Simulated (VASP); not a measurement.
# MoS2 (R-3m) in VASP: notebook

Aim: see how the results for MoS2 move with the level of theory and the settings. Levels: LDA, PBEsol. Tasks: single point.

All numbers are computed with VASP 6.6.1; they aren't measurements. Logs are shortened: lines on timing, memory, paths and dates and some standing lists are left out, and cuts for length are marked.

### Step 1. The cell of the first run

The structure is trigonal, space group R-3m (No. 166). The conventional cell has a = 3.171 Å, b = 3.171 Å, c = 18.345 Å, α = 90.00°, β = 90.00°, γ = 120.00°. Mo (site symmetry -3m) has 6 S at 2.39 Å and 6 Mo at 3.17 Å within 3.2 Å. S (site symmetry 3m) has 3 Mo at 2.39 Å and 6 S at 3.17 Å within 3.2 Å.

### Step 2. Single point, LDA

INCAR reads:

```
SYSTEM = MoS2
ALGO = Normal ; EDIFF = 1E-6
ENCUT = 520 ; ISIF = 2
ISMEAR = -1 ; LASPH = .True.
LCHARG = .False. ; LREAL = .False.
LWAVE = .False. ; NBANDS = 20
NELM = 100 ; PREC = Accurate
SIGMA = 0.05
```

KPOINTS reads:

```
k-points
0
Gamma
  10 10 10
  0 0 0
```

POSCAR reads:

```
MoS2
1.0
    1.5855000000      0.9153888518      6.1149966667
   -1.5855000000      0.9153888518      6.1149966667
    0.0000000000     -1.8307777036      6.1149966667
Mo S
1 2
Direct
    0.0000000000      0.0000000000      0.0000000000
    0.2500000000      0.2500000000      0.2500000000
    0.7500000000      0.7500000000      0.7500000000
```

Potentials or basis: VASP PAW LDA potentials, release 64 (Mo_sv, S).

The run is started by

```bash
> cat potpaw_LDA.64/Mo_sv/POTCAR potpaw_LDA.64/S/POTCAR > POTCAR
> mpirun -np 1 vasp_std > vasp.out
```

OUTCAR:

```text
SYSTEM = MoS2
   EDIFF = 1E-6
   ENCUT = 520
   ISIF = 2
   ISMEAR = -1
   LASPH = .True.
   LREAL = .False.
   NELM = 100
   PREC = Accurate

 ion  position               nearest neighbor table
   1  0.000  0.000  0.000-   3 2.39   2 2.39   3 2.39   3 2.39   2 2.39   2 2.39
   2  0.250  0.250  0.250-   1 2.39   1 2.39   1 2.39
   3  0.750  0.750  0.750-   1 2.39   1 2.39   1 2.39

  LATTYP: Found a trigonal (rhomboedric) cell.
 ALAT       =     6.3831756386
 COS(alpha) =     0.8766074614

  Lattice vectors:

 A1 = (   1.5855000000,   0.9153888518,   6.1149966667)
 A2 = (  -1.5855000000,   0.9153888518,   6.1149966667)
 A3 = (   0.0000000000,  -1.8307777036,   6.1149966667)

Analysis of symmetry for initial positions (statically):
=====================================================================
 Subroutine PRICEL returns:
 Original cell was already a primitive cell.

 Routine SETGRP: Setting up the symmetry group for a
 trigonal (rhombohedral) supercell.

 Subroutine GETGRP returns: Found 12 space group operations
 (whereof 12 operations were pure point group operations)
 out of a pool of 12 trial point group operations.

The static configuration has the point symmetry D_3d.

Analysis of symmetry for dynamics (positions and initial velocities):
=====================================================================
 Subroutine PRICEL returns:
 Original cell was already a primitive cell.

 Routine SETGRP: Setting up the symmetry group for a
 trigonal (rhombohedral) supercell.

 Subroutine GETGRP returns: Found 12 space group operations
 (whereof 12 operations were pure point group operations)
 out of a pool of 12 trial point group operations.

The dynamic configuration has the point symmetry D_3d.

 Subroutine INISYM returns: Found 12 space group operations
 (whereof 12 operations are pure point group operations),
 and found     1 'primitive' translations

----------------------------------------------------------------------------------------

                                     Primitive cell

  volume of cell :      53.2500

  direct lattice vectors                    reciprocal lattice vectors
     1.585500000  0.915388852  6.114996667     0.315357931  0.182071986  0.054510796
    -1.585500000  0.915388852  6.114996667    -0.315357931  0.182071986  0.054510796
     0.000000000 -1.830777704  6.114996667     0.000000000 -0.364143973  0.054510796

  length of vectors
     6.383175639  6.383175639  6.383175639     0.368201385  0.368201385  0.368201385

  position of ions in fractional coordinates (direct lattice)
     0.000000000  0.000000000  0.000000000
     0.250000000  0.250000000  0.250000000
     0.750000000  0.750000000  0.750000000

  ion indices of the primitive-cell ions
   primitive index   ion index
                 1           1
                 2           2
                 3           3

----------------------------------------------------------------------------------------

 KPOINTS: k-points

Automatic generation of k-mesh.
 Grid dimensions read from file:
 generate k-points for:   10   10   10

 Generating k-lattice:

  Cartesian coordinates                     Fractional coordinates (reciprocal lattice)
     0.031535793  0.018207199  0.005451080     0.100000000  0.000000000  0.000000000
    -0.031535793  0.018207199  0.005451080     0.000000000  0.100000000  0.000000000
     0.000000000 -0.036414397  0.005451080     0.000000000  0.000000000  0.100000000

  Length of vectors
     0.036820138  0.036820138  0.036820138

  Shift w.r.t. Gamma in fractional coordinates (k-lattice)
     0.000000000  0.000000000  0.000000000

 Subroutine IBZKPT returns following result:
 ===========================================

 Found    116 irreducible k-points:

 Following reciprocal coordinates:
            Coordinates               Weight
  0.000000  0.000000  0.000000      1.000000
  0.100000  0.000000 -0.000000      6.000000
  0.200000  0.000000 -0.000000      6.000000
  0.300000  0.000000  0.000000      6.000000
  0.400000  0.000000  0.000000      6.000000
  0.500000 -0.000000  0.000000      3.000000
[... 16 lines left out ...]
  0.300000  0.300000  0.000000      6.000000
  0.400000  0.300000  0.000000     12.000000
 [... further k-points ...]
   k-points           NKPTS =    116   k-points in BZ     NKDIM =    116   number of bands    NBANDS=     20
   number of dos      NEDOS =    301   number of ions     NIONS =      3
   total plane-waves  NPLWV = 110592
   dimension x,y,z NGX =    48 NGY =   48 NGZ =   48
   dimension x,y,z NGXF=    96 NGYF=   96 NGZF=   96
   ions per type =               1   2
   NGX,Y,Z   is equivalent  to a cutoff of  12.50, 12.50, 12.50 a.u.
   NGXF,Y,Z  is equivalent  to a cutoff of  25.00, 25.00, 25.00 a.u.
 SYSTEM =  MoS2
   PREC   = accura    normal or accurate (medium, high low for compatibility)
   ISTART =      0    job   : 0-new  1-cont  2-samecut
   ICHARG =      2    charge: 1-file 2-atom 10-const
   ISPIN  =      1    spin polarized calculation?
   LNONCOLLINEAR =      F non collinear calculations
   LSORBIT =      F    spin-orbit coupling
   LASPH  =      T    aspherical Exc in radial PAW
   ENCUT  =  520.0 eV  38.22 Ry    6.18 a.u.  11.87 11.87 11.87*2*pi/ulx,y,z
   NELM   =    100;   NELMIN=  2; NELMDL= -5     # of ELM steps
   EDIFF  = 0.1E-05   stopping-criterion for ELM
   LREAL  =      F    real-space projection
   EDIFFG = 0.1E-04   stopping-criterion for IOM
   NSW    =      0    number of steps for IOM
   IBRION =     -1    ionic relax: 0-MD 1-quasi-New 2-CG
   NFREE  =      0    steps in history (QN), initial steepest desc. (CG)
   ISIF   =      2    stress and relaxation
   ISYM   =      2    0-nonsym 1-usesym 2-fastsym
   POTIM  = 0.5000    time-step for ionic-motion
   TEBEG  =    0.0;   TEEND  =   0.0 temperature during run
   PSTRESS=    0.0 pullay stress
   NELECT =      26.0000    total number of electrons
   NUPDOWN=      -1.0000    fix difference up-down
   EMIN   =  10.00;   EMAX   =-10.00  energy-range for DOS
   EFERMI =   0.00;   METHOD = LEGACY
   ISMEAR =    -1;   SIGMA  =   0.05  broadening in eV -4-tet -1-fermi 0-gaus
   EFERMI_NEDOS =   21; number of points for ismear=-14 and -15
   IALGO  =     38    algorithm
   IMIX   =      4    mixing-type and parameters
     AMIX     =   0.40;   BMIX     =  1.00
     AMIX_MAG =   1.60;   BMIX_MAG =  1.00
  volume/ion in A,a.u.               =      17.75       119.78
  Fermi-wavevector in a.u.,A,eV,Ry     =   1.289118  2.436081 22.610522  1.661826
  Thomas-Fermi vector in A             =   2.421031
   LORBIT       =      0    0 simple, 1 ext, 2 COOP (PROOUT), +10 PAW based schemes
   GGA     = CA    functional components
   LHFCALC =     F    Hartree Fock is set to
   AEXX    =    0.0000 exact exchange contribution
   IVDW    =     0    specifies the selected vdW correction
   LEPSILON=     F    determine dielectric tensor
   LRPA    =     F    only Hartree local field effects (RPA)
 non-spin polarized calculation
  energy-cutoff  :      520.00
  volume of cell :       53.25
 maximum number of plane-waves:      1452
   NGX = 23   NGY = 23   NGZ = 23

 number of electron      25.9999998 magnetization

 Free energy of the ion-electron system (eV)
  ---------------------------------------------------
  ext. energy  EPLUGINS =         0.00000000
  ---------------------------------------------------
  free energy    TOTEN  =       -23.63296756 eV

  energy without entropy =      -23.62699084  energy(sigma->0) =      -23.62997920

 E-fermi :   7.6504     XC(G=0): -11.1269

 val. band max:        7.6430703887   @ k =   0.1000   0.1000  -0.0000
 cond. band min:       7.6752952461   @ k =   0.5000   0.3000   0.1000
 fundamental gap:      0.0322248574
 Fermi energy:         7.6504336858

 k-point     1 :       0.0000    0.0000    0.0000
  band No.  band energies     occupation
      1     -53.7955      2.00000
      2     -28.0738      2.00000
      3     -27.9764      2.00000
      4     -27.9764      2.00000
      5      -7.4873      2.00000
      6      -5.8243      2.00000
[... 12 lines left out ...]
     19      14.1949      0.00000
     20      17.1718      0.00000

 k-point     2 :       0.1000    0.0000   -0.0000
  band No.  band energies     occupation
      1     -53.7915      2.00000
      2     -28.0659      2.00000
      3     -28.0160      2.00000
      4     -27.9854      2.00000
      5      -7.3214      2.00000
      6      -5.7984      2.00000
[... 12 lines left out ...]
     19      14.7594      0.00000
     20      16.6557      0.00000

 k-point     3 :       0.2000    0.0000   -0.0000
  band No.  band energies     occupation
      1     -53.7811      2.00000
      2     -28.1186      2.00000
      3     -28.0451      2.00000
      4     -28.0088      2.00000
      5      -6.8625      2.00000
      6      -5.7185      2.00000
[... 12 lines left out ...]
     19      15.5133      0.00000
     20      16.7463      0.00000

 k-point     4 :       0.3000    0.0000    0.0000
  band No.  band energies     occupation
      1     -53.7683      2.00000
      2     -28.2430      2.00000
      3     -28.0376      2.00000
      4     -28.0194      2.00000
      5      -6.2666      2.00000
      6      -5.5447      2.00000
[... 12 lines left out ...]
     19      15.2135      0.00000
     20      16.7002      0.00000

 k-point     5 :       0.4000    0.0000    0.0000
  band No.  band energies     occupation
      1     -53.7578      2.00000
      2     -28.3419      2.00000
      3     -28.0607      2.00000
      4     -27.9986      2.00000
      5      -5.9052      2.00000
      6      -5.1363      2.00000
[... 12 lines left out ...]
     19      14.8553      0.00000
     20      15.1811      0.00000

 k-point     6 :       0.5000   -0.0000    0.0000
  band No.  band energies     occupation
      1     -53.7538      2.00000
      2     -28.3793      2.00000
      3     -28.0695      2.00000
      4     -27.9906      2.00000
      5      -5.8286      2.00000
      6      -4.8554      2.00000
[... 12 lines left out ...]
     19      14.4392      0.00000
     20      14.8800      0.00000

 k-point     7 :       0.1000    0.1000   -0.0000
  band No.  band energies     occupation
      1     -53.7915      2.00000
      2     -28.0659      2.00000
      3     -28.0160      2.00000
      4     -27.9854      2.00000
      5      -7.3143      2.00000
      6      -5.8110      2.00000
[... 12 lines left out ...]
     19      14.8051      0.00000
     20      16.6762      0.00000
[... 277 lines left out ...]
 k-point    20 :      -0.4000    0.2000    0.0000
  band No.  band energies     occupation
      1     -53.7506      2.00000
      2     -28.3310      2.00000
      3     -28.1584      2.00000
      4     -27.9843      2.00000
      5      -5.5107      2.00000
      6      -4.9700      2.00000
[... 12 lines left out ...]
     19      15.1783      0.00000
     20      16.5171      0.00000

 k-point    21 :      -0.3000    0.2000   -0.0000
  band No.  band energies     occupation
      1     -53.7538      2.00000
      2     -28.3135      2.00000
      3     -28.1381      2.00000
      4     -27.9907      2.00000
      5      -5.5344      2.00000
      6      -5.2403      2.00000
[... 12 lines left out ...]
     19      15.3601      0.00000
     20      16.2517      0.00000

 k-point    22 :      -0.2000    0.2000    0.0000
  band No.  band energies     occupation
      1     -53.7623      2.00000
      2     -28.2630      2.00000
      3     -28.0892      2.00000
      4     -28.0074      2.00000
      5      -5.8895      2.00000
      6      -5.5344      2.00000
[... 12 lines left out ...]
     19      15.8883      0.00000
     20      16.1956      0.00000

 k-point    23 :       0.3000    0.3000    0.0000
  band No.  band energies     occupation
      1     -53.7683      2.00000
      2     -28.2430      2.00000
      3     -28.0376      2.00000
      4     -28.0195      2.00000
      5      -6.1459      2.00000
      6      -5.6949      2.00000
[... 12 lines left out ...]
     19      14.6760      0.00000
     20      15.6483      0.00000

 k-point    24 :       0.4000    0.3000    0.0000
  band No.  band energies     occupation
      1     -53.7611      2.00000
      2     -28.2947      2.00000
      3     -28.0712      2.00000
      4     -28.0050      2.00000
      5      -5.7739      2.00000
      6      -5.5625      2.00000
[... 12 lines left out ...]
     19      14.7272      0.00000
     20      15.8553      0.00000

 [... further k-points ...]
[... 5 lines left out ...]
  --------------------------------------------------------------------------------------
  -------------------------------------------------------------------------------------
  Total       -0.4591652     -0.4591652      1.1071635      0.0000000     -0.0000000      0.0000000
  in kB      -13.8152973    -13.8152973     33.3121769      0.0000000     -0.0000000      0.0000000
  external PRESSURE =       1.8938608 kB  Pullay stress =       0.0000000 kB

 VOLUME and BASIS-vectors are now :
 -----------------------------------------------------------------------------
  energy-cutoff  :      520.00
  volume of cell :       53.25
      direct lattice vectors                 reciprocal lattice vectors
     1.585500000  0.915388852  6.114996667     0.315357931  0.182071986  0.054510796
    -1.585500000  0.915388852  6.114996667    -0.315357931  0.182071986  0.054510796
     0.000000000 -1.830777704  6.114996667     0.000000000 -0.364143973  0.054510796

 POSITION                                       TOTAL-FORCE (eV/Angst)
 -----------------------------------------------------------------------------------
      0.00000      0.00000      0.00000         0.000000      0.000000     -0.000000
      0.00000      0.00000      4.58625         0.000000      0.000000     -0.597150
      0.00000      0.00000     13.75874         0.000000      0.000000      0.597150
 -----------------------------------------------------------------------------------
    total drift:                               -0.000000      0.000000      0.000000

  FREE ENERGIE OF THE ION-ELECTRON SYSTEM (eV)
  ---------------------------------------------------
  free  energy   TOTEN  =       -23.6329675601 eV

  energy  without entropy=      -23.6269908404  energy(sigma->0) =      -23.62997920
```

Wall time 3.6 min (1 thread of Intel Xeon Platinum 8488C (Sapphire Rapids), shared host); peak memory 0.32 GiB.

Results:

```
Free energy            : -23.6330 eV
Pressure               : 0.2 GPa
Largest force          : 0.597 eV/Å
Band gap on the k mesh : zero (band 13 reaches 7.90 eV, above the bottom of band 14 at 7.30 eV)
```

Forces on the atoms (eV/Å):
```
Mo   0.000  0.000  0.000
S    0.000  0.000 -0.597
S    0.000  0.000  0.597
```

(Continued in part 2 of 2.)
